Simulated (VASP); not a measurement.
# Ir (Im-3m) in VASP: a series of runs

Runs on Ir. Level: LDA. Tasks: single point, relaxation of cell and atoms.

Everything below comes from runs of VASP 6.6.1. Logs are shortened: lines on timing, memory, paths and dates and some standing lists are left out, and cuts for length are marked.

## (1) The cell of the first run

Symmetry: Im-3m, No. 229, cubic system. The conventional cell has a = 3.051 Å, b = 3.051 Å, c = 3.051 Å, α = 90.00°, β = 90.00°, γ = 90.00°. Within 3.5 Å of Ir (site symmetry m-3m) lie 14 Ir at 2.64 to 3.05 Å.

## (2) Single point, LDA

Input file INCAR:

```
SYSTEM = Ir
PREC = Accurate
ENCUT = 500
EDIFF = 1E-6
ISMEAR = 0
SIGMA = 0.1
LREAL = .False.
LASPH = .True.
NELM = 120
ALGO = Normal
ISIF = 2
LWAVE = .False.
LCHARG = .True.
LELF = .True.
LVHAR = .True.
NBANDS = 10
GGA_COMPAT = .False.
```

Input file KPOINTS:

```
Automatic mesh
0
Gamma
  8 8 8
  0 0 0
```

Input file POSCAR:

```
Ir
1.0
   -1.5254903019      1.5254903019      1.5254903019
    1.5254903019     -1.5254903019      1.5254903019
    1.5254903019      1.5254903019     -1.5254903019
Ir
1
Direct
    0.0000000000      0.0000000000      0.0000000000
```

Potentials or basis: VASP PAW LDA potentials, release 64 (Ir).

Command:

```
$ cat potpaw_LDA.64/Ir/POTCAR > POTCAR
$ mpirun -np 1 vasp_std > vasp.out
```

OUTCAR:

```text
SYSTEM = Ir
   PREC = Accurate
   ENCUT = 500
   EDIFF = 1E-6
   ISMEAR = 0
   LREAL = .False.
   LASPH = .True.
   NELM = 120
   ISIF = 2

 ion  position               nearest neighbor table
   1  0.000  0.000  0.000-

  LATTYP: Found a body centered cubic cell.
 ALAT       =     3.0509806038

  Lattice vectors:

 A1 = (  -1.5254903019,   1.5254903019,   1.5254903019)
 A2 = (   1.5254903019,  -1.5254903019,   1.5254903019)
 A3 = (   1.5254903019,   1.5254903019,  -1.5254903019)

Analysis of symmetry for initial positions (statically):
=====================================================================
 Subroutine PRICEL returns:
 Original cell was already a primitive cell.

 Routine SETGRP: Setting up the symmetry group for a
 body centered cubic supercell.

 Subroutine GETGRP returns: Found 48 space group operations
 (whereof 48 operations were pure point group operations)
 out of a pool of 48 trial point group operations.

The static configuration has the point symmetry O_h .

Analysis of symmetry for dynamics (positions and initial velocities):
=====================================================================
 Subroutine PRICEL returns:
 Original cell was already a primitive cell.

 Routine SETGRP: Setting up the symmetry group for a
 body centered cubic supercell.

 Subroutine GETGRP returns: Found 48 space group operations
 (whereof 48 operations were pure point group operations)
 out of a pool of 48 trial point group operations.

The dynamic configuration has the point symmetry O_h .

 Subroutine INISYM returns: Found 48 space group operations
 (whereof 48 operations are pure point group operations),
 and found     1 'primitive' translations

----------------------------------------------------------------------------------------

                                     Primitive cell

  volume of cell :      14.2000

  direct lattice vectors                    reciprocal lattice vectors
    -1.525490302  1.525490302  1.525490302     0.000000000  0.327763473  0.327763473
     1.525490302 -1.525490302  1.525490302     0.327763473  0.000000000  0.327763473
     1.525490302  1.525490302 -1.525490302     0.327763473  0.327763473  0.000000000

  length of vectors
     2.642226709  2.642226709  2.642226709     0.463527549  0.463527549  0.463527549

  position of ions in fractional coordinates (direct lattice)
     0.000000000  0.000000000  0.000000000

  ion indices of the primitive-cell ions
   primitive index   ion index
                 1           1

----------------------------------------------------------------------------------------

 KPOINTS: Automatic mesh

Automatic generation of k-mesh.
 Grid dimensions read from file:
 generate k-points for:    8    8    8

 Generating k-lattice:

  Cartesian coordinates                     Fractional coordinates (reciprocal lattice)
     0.000000000  0.040970434  0.040970434     0.125000000  0.000000000  0.000000000
     0.040970434  0.000000000  0.040970434     0.000000000  0.125000000  0.000000000
     0.040970434  0.040970434  0.000000000     0.000000000  0.000000000  0.125000000

  Length of vectors
     0.057940944  0.057940944  0.057940944

  Shift w.r.t. Gamma in fractional coordinates (k-lattice)
     0.000000000  0.000000000  0.000000000

 Subroutine IBZKPT returns following result:
 ===========================================

 Found     29 irreducible k-points:

 Following reciprocal coordinates:
            Coordinates               Weight
  0.000000  0.000000  0.000000      1.000000
  0.125000  0.000000  0.000000     12.000000
  0.250000  0.000000  0.000000     12.000000
  0.375000  0.000000  0.000000     12.000000
  0.500000  0.000000  0.000000      6.000000
  0.125000  0.125000  0.000000     24.000000
[... 16 lines left out ...]
 -0.250000  0.250000  0.250000      6.000000
 -0.375000  0.375000  0.250000     24.000000
 [... further k-points ...]
   k-points           NKPTS =     29   k-points in BZ     NKDIM =     29   number of bands    NBANDS=     10
   number of dos      NEDOS =    301   number of ions     NIONS =      1
   total plane-waves  NPLWV =   8000
   dimension x,y,z NGX =    20 NGY =   20 NGZ =   20
   dimension x,y,z NGXF=    40 NGYF=   40 NGZF=   40
   ions per type =               1
   NGX,Y,Z   is equivalent  to a cutoff of  12.58, 12.58, 12.58 a.u.
   NGXF,Y,Z  is equivalent  to a cutoff of  25.17, 25.17, 25.17 a.u.
 SYSTEM =  Ir
   PREC   = accura    normal or accurate (medium, high low for compatibility)
   ISTART =      0    job   : 0-new  1-cont  2-samecut
   ICHARG =      2    charge: 1-file 2-atom 10-const
   ISPIN  =      1    spin polarized calculation?
   LNONCOLLINEAR =      F non collinear calculations
   LSORBIT =      F    spin-orbit coupling
   LASPH  =      T    aspherical Exc in radial PAW
   ENCUT  =  500.0 eV  36.75 Ry    6.06 a.u.   4.82  4.82  4.82*2*pi/ulx,y,z
   NELM   =    120;   NELMIN=  2; NELMDL= -5     # of ELM steps
   EDIFF  = 0.1E-05   stopping-criterion for ELM
   LREAL  =      F    real-space projection
   EDIFFG = 0.1E-04   stopping-criterion for IOM
   NSW    =      0    number of steps for IOM
   IBRION =     -1    ionic relax: 0-MD 1-quasi-New 2-CG
   NFREE  =      0    steps in history (QN), initial steepest desc. (CG)
   ISIF   =      2    stress and relaxation
   ISYM   =      2    0-nonsym 1-usesym 2-fastsym
   POTIM  = 0.5000    time-step for ionic-motion
   TEBEG  =    0.0;   TEEND  =   0.0 temperature during run
   PSTRESS=    0.0 pullay stress
   NELECT =       9.0000    total number of electrons
   NUPDOWN=      -1.0000    fix difference up-down
   EMIN   =  10.00;   EMAX   =-10.00  energy-range for DOS
   EFERMI =   0.00;   METHOD = LEGACY
   ISMEAR =     0;   SIGMA  =   0.10  broadening in eV -4-tet -1-fermi 0-gaus
   EFERMI_NEDOS =   21; number of points for ismear=-14 and -15
   IALGO  =     38    algorithm
   IMIX   =      4    mixing-type and parameters
     AMIX     =   0.40;   BMIX     =  1.00
     AMIX_MAG =   1.60;   BMIX_MAG =  1.00
  volume/ion in A,a.u.               =      14.20        95.83
  Fermi-wavevector in a.u.,A,eV,Ry     =   1.406240  2.657409 26.905683  1.977512
  Thomas-Fermi vector in A             =   2.528621
   LORBIT       =      0    0 simple, 1 ext, 2 COOP (PROOUT), +10 PAW based schemes
   GGA     = CA    functional components
   LHFCALC =     F    Hartree Fock is set to
   AEXX    =    0.0000 exact exchange contribution
   IVDW    =     0    specifies the selected vdW correction
   LEPSILON=     F    determine dielectric tensor
   LRPA    =     F    only Hartree local field effects (RPA)
 non-spin polarized calculation
 Gauss-broadening in eV      SIGMA  =   0.10
  energy-cutoff  :      500.00
  volume of cell :       14.20
 maximum number of plane-waves:       372
   NGX =  9   NGY =  9   NGZ =  9

 number of electron       8.9999999 magnetization

 Free energy of the ion-electron system (eV)
  ---------------------------------------------------
  ext. energy  EPLUGINS =         0.00000000
  ---------------------------------------------------
  free energy    TOTEN  =        -9.62808303 eV

  energy without entropy =       -9.61362339  energy(sigma->0) =       -9.62085321

 E-fermi :   9.9939     XC(G=0): -14.1047

 val. band max:        9.9820097126   @ k =  -0.3750  -0.3750   0.1250
 cond. band min:      10.0220288146   @ k =   0.2500   0.2500   0.1250
 fundamental gap:      0.0400191020
 Fermi energy:         9.9938512092

 k-point     1 :       0.0000    0.0000    0.0000
  band No.  band energies     occupation
      1      -0.8194      2.00000
      2       6.2486      2.00000
      3       6.2486      2.00000
      4       6.2486      2.00000
      5       9.4434      2.00000
      6       9.4434      2.00000
      7      26.9478      0.00000
      8      26.9478      0.00000
      9      26.9478      0.00000
     10      38.2566      0.00000

 k-point     2 :       0.1250    0.0000    0.0000
  band No.  band energies     occupation
      1      -0.1081      2.00000
      2       5.9247      2.00000
      3       6.2088      2.00000
      4       6.8967      2.00000
      5       9.0609      2.00000
      6       9.4705      2.00000
      7      27.2661      0.00000
      8      27.7554      0.00000
      9      28.0797      0.00000
     10      34.5367      0.00000

 k-point     3 :       0.2500    0.0000    0.0000
  band No.  band energies     occupation
      1       1.5317      2.00000
      2       5.2179      2.00000
      3       6.1678      2.00000
      4       8.6940      2.00000
      5       8.8809      2.00000
      6       9.6008      2.00000
      7      26.0302      0.00000
      8      26.2676      0.00000
      9      31.0844      0.00000
     10      34.0699      0.00000

 k-point     4 :       0.3750    0.0000    0.0000
  band No.  band energies     occupation
      1       2.3125      2.00000
      2       4.5936      2.00000
      3       7.7410      2.00000
      4       9.3050      2.00000
      5       9.8365      1.97390
      6      11.0463      0.00000
      7      21.1427      0.00000
      8      24.0371      0.00000
      9      29.3133      0.00000
     10      34.8911      0.00000
[... 222 lines left out ...]
 k-point    22 :       0.2500    0.2500    0.2500
  band No.  band energies     occupation
      1       5.1377      2.00000
      2       5.1377      2.00000
      3       5.1377      2.00000
      4      10.0774      0.23760
      5      10.0774      0.23760
      6      15.6243      0.00000
      7      20.7253      0.00000
      8      20.7253      0.00000
      9      20.7253      0.00000
     10      38.8350      0.00000

 k-point    23 :      -0.2500    0.2500    0.2500
  band No.  band energies     occupation
      1       3.5014      2.00000
      2       5.4715      2.00000
      3       7.1136      2.00000
      4       7.1136      2.00000
      5       8.5574      2.00000
      6      10.7270      0.00000
      7      25.3298      0.00000
      8      28.4353      0.00000
      9      28.4353      0.00000
     10      29.3651      0.00000

 k-point    24 :      -0.3750    0.3750    0.2500
  band No.  band energies     occupation
      1       3.9577      2.00000
      2       4.6013      2.00000
      3       7.1205      2.00000
      4       7.9426      2.00000
      5      10.5620      0.00000
      6      12.3650      0.00000
      7      22.3272      0.00000
      8      25.1487      0.00000
      9      27.2017      0.00000
     10      30.5050      0.00000

 [... further k-points ...]
[... 5 lines left out ...]
  --------------------------------------------------------------------------------------
  -------------------------------------------------------------------------------------
  Total        0.5021871      0.5021871      0.5021871      0.0000000      0.0000000      0.0000000
  in kB       56.6614629     56.6614629     56.6614629      0.0000000      0.0000000      0.0000000
  external PRESSURE =      56.6614629 kB  Pullay stress =       0.0000000 kB

 VOLUME and BASIS-vectors are now :
 -----------------------------------------------------------------------------
  energy-cutoff  :      500.00
  volume of cell :       14.20
      direct lattice vectors                 reciprocal lattice vectors
    -1.525490302  1.525490302  1.525490302     0.000000000  0.327763473  0.327763473
     1.525490302 -1.525490302  1.525490302     0.327763473  0.000000000  0.327763473
     1.525490302  1.525490302 -1.525490302     0.327763473  0.327763473  0.000000000

 POSITION                                       TOTAL-FORCE (eV/Angst)
 -----------------------------------------------------------------------------------
      0.00000      0.00000      0.00000        -0.000000      0.000000      0.000000
 -----------------------------------------------------------------------------------
    total drift:                                0.000000     -0.000000      0.000000

  FREE ENERGIE OF THE ION-ELECTRON SYSTEM (eV)
  ---------------------------------------------------
  free  energy   TOTEN  =        -9.6280830295 eV

  energy  without entropy=       -9.6136233868  energy(sigma->0) =       -9.62085321
```

Run time: 4.9 s. Hardware: 1 thread of AMD EPYC 9R45 (Zen 5), shared host; peak memory 0.09 GiB.

Results:

* Free energy: -9.6281 eV
* Pressure: 5.7 GPa

Caveat: the k points lie up to 0.36 Å⁻¹ apart; spin-orbit coupling is left out, which moves the levels of the heavy elements.

## (3) Single point, LDA

This run uses another cell than the first one, of 14.32 Å³/atom, 1.008 times its volume.

Input file INCAR:

```
SYSTEM = Ir
PREC = Accurate ; ENCUT = 500
EDIFF = 1E-6 ; ISMEAR = 0
SIGMA = 0.1 ; LREAL = .False.
LASPH = .True. ; NELM = 120
ALGO = Normal ; ISIF = 2
LWAVE = .False. ; LCHARG = .False.
GGA = CA ; NBANDS = 10
GGA_COMPAT = .False.
```

Input file KPOINTS:

```
Automatic mesh
0
Gamma
  16 16 16
  0 0 0
```

Input file POSCAR:

```
Ir
1.0
   -1.5297808836      1.5297808836      1.5297808836
    1.5297808836     -1.5297808836      1.5297808836
    1.5297808836      1.5297808836     -1.5297808836
Ir
1
Direct
    0.0000000000      0.0000000000      0.0000000000
```

Potentials or basis: VASP PAW LDA potentials, release 64 (Ir).

Command:

```
$ cat potpaw_LDA.64/Ir/POTCAR > POTCAR
$ mpirun -np 1 vasp_std > vasp.out
```

Wall time 16 s (1 thread of AMD EPYC 9R45 (Zen 5), shared host); peak memory 0.1 GiB.

Results (log left out):

```yaml
Free_energy: -9.6463 eV
Pressure: 2.3 GPa
```

Levels at points of the mesh, in eV from the Fermi level:
```tsv
k point	band 2	band 3	band 4	band 5	band 6	band 7
(0.00, 0.00, 0.00)	-3.68	-3.68	-3.68	-0.54	-0.54	16.96
(0.50, 0.00, 0.00)	-5.56	-0.72	-0.05	-0.02	2.33	8.17
(0.50, 0.50, 0.50)	-7.19	1.59	1.59	1.59	8.01	8.01
```

Caveat: spin-orbit coupling is left out, which moves the levels of the heavy elements.

## (4) Single point, LDA

This run uses another cell than the first one, of 14.36 Å³/atom, 1.011 times its volume.

Input file INCAR:

```
SYSTEM = Ir
  ALGO = Normal
  EDIFF = 1E-6
  ENCUT = 500
  GGA = CA
  GGA_COMPAT = .FALSE.
  ISIF = 2
  ISMEAR = -1
  LASPH = .TRUE.
  LCHARG = .TRUE.
  LELF = .TRUE.
  LREAL = .FALSE.
  LVHAR = .TRUE.
  LWAVE = .FALSE.
  NBANDS = 10
  NELM = 120
  PREC = Accurate
  SIGMA = 0.15
```

Input file KPOINTS:

```
k-points
0
G
  16 16 16
  0 0 0
```

Input file POSCAR:

```
Ir
1.0
   -1.5313032434      1.5313032434      1.5313032434
    1.5313032434     -1.5313032434      1.5313032434
    1.5313032434      1.5313032434     -1.5313032434
Ir
1
Direct
    0.0000000000      0.0000000000      0.0000000000
```

Command:

```
$ cat potpaw_LDA.64/Ir/POTCAR > POTCAR
$ mpirun -np 1 vasp_std > vasp.out
```

Wall time 16 s (1 thread of AMD EPYC 9R45 (Zen 5), shared host); peak memory 0.1 GiB.

Results (log left out):

* Free energy: -9.7240 eV
* Pressure: 2.2 GPa

Levels at points of the mesh, in eV from the Fermi level:
```tsv
k point	band 1	band 2	band 3	band 4	band 5	band 6	band 7	band 8	band 9
(0.00, 0.00, 0.00)	-10.70	-3.68	-3.68	-3.68	-0.55	-0.55	16.94	16.94	16.94
(0.50, 0.00, 0.00)	-7.62	-5.54	-0.73	-0.06	-0.04	2.30	8.13	13.07	17.02
(0.50, 0.50, 0.50)	-7.17	-7.17	1.57	1.57	1.57	7.98	7.98	7.98	14.90
```

Caveat: spin-orbit coupling is left out, which moves the levels of the heavy elements.

## (5) Relaxation of cell and atoms, LDA

Input file INCAR:

```
  PREC = Accurate
  ENCUT = 500
  EDIFF = 1E-7
  ISMEAR = 0
  SIGMA = 0.1
  LREAL = F
  LASPH = T
  NELM = 120
  ALGO = Normal
  ISIF = 3
  LWAVE = F
  LCHARG = F
  IBRION = 2
  NSW = 100
  EDIFFG = -0.002
  GGA_COMPAT = F
  NELMIN = 4
```

Input file KPOINTS:

```
Automatic mesh
0
Gamma
  16 16 16
```

Input file POSCAR:

```
Ir
1.0
   -1.5254903019      1.5254903019      1.5254903019
    1.5254903019     -1.5254903019      1.5254903019
    1.5254903019      1.5254903019     -1.5254903019
Ir
1
Direct
    0.0000000000      0.0000000000      0.0000000000
```

Command:

```
$ cat potpaw_LDA.64/Ir/POTCAR > POTCAR
$ mpirun -np 1 vasp_std > vasp.out
```

It took 34 s on 1 thread of AMD EPYC 9R45 (Zen 5), shared host; peak memory 0.1 GiB.

It converged, with:

```yaml
Free_energy: -9.6468 eV
Relaxed_volume: 14.41 Å³/atom
Relaxed_cell: a = 2.655 Å, b = 2.655 Å, c = 2.655 Å, α = 109.47°, β = 109.47°, γ = 109.47°
Space_group_after_relaxing_to_0.05_Å: Im-3m (No. 229)
Energy_gained_by_relaxing: 3.5 meV/atom
Ionic_steps: 4
Pressure_after_relaxing: 0.0 GPa
```

Step by step:
```
step  energy change (eV)  largest force (eV/Å)  pressure (GPa)  volume (Å³)
   1              0.0000                0.0000            5.46        14.20
   2              0.0422                0.0000          -17.13        15.22
   3             -0.0035                0.0000           -0.13        14.41
   4             -0.0035                0.0000           -0.01        14.41
```

Final structure:
```
Ir
1.0
    -1.53294    1.53294    1.53294
     1.53294   -1.53294    1.53294
     1.53294    1.53294   -1.53294
Ir
1
Direct
  0.00000 0.00000 0.00000
```

Levels at points of the mesh, in eV from the Fermi level:
| k point | band 2 | band 3 | band 4 | band 5 | band 6 | band 7 |
| --- | --- | --- | --- | --- | --- | --- |
| (0.00, 0.00, 0.00) | -3.65 | -3.65 | -3.65 | -0.54 | -0.54 | 16.96 |
| (0.50, 0.00, 0.00) | -5.50 | -0.72 | -0.03 | -0.02 | 2.30 | 8.10 |
| (0.50, 0.50, 0.50) | -7.12 | 1.58 | 1.58 | 1.58 | 7.98 | 7.98 |

Caveat: spin-orbit coupling is left out, which moves the levels of the heavy elements.

## (6) Overview

```csv
task,cell,k mesh,smearing,gap on the mesh (eV),pressure (GPa)
single point,"a = 2.642 Å, angles 109.5°, 1 atom",8 × 8 × 8,gaussian 0.1 eV,none,5.7
single point,"a = 2.650 Å, angles 109.5°, 1 atom",16 × 16 × 16,gaussian 0.1 eV,none,2.3
single point,"a = 2.652 Å, angles 109.5°, 1 atom",16 × 16 × 16,fermi-dirac 0.15 eV,none,2.2
relaxation of cell and atoms,"relaxed from a = 2.642 Å, angles 109.5°, 1 atom",16 × 16 × 16,gaussian 0.1 eV,none,0.0
```

Alike in all rows: level LDA; potentials or basis VASP PAW LDA potentials, release 64 (Ir); no spin polarisation; cutoff (eV) 500.

Caveats: some runs use coarse meshes; spin-orbit coupling is left out, which moves the levels of the heavy elements.

Absolute energies hang on the potentials; compare differences alone.
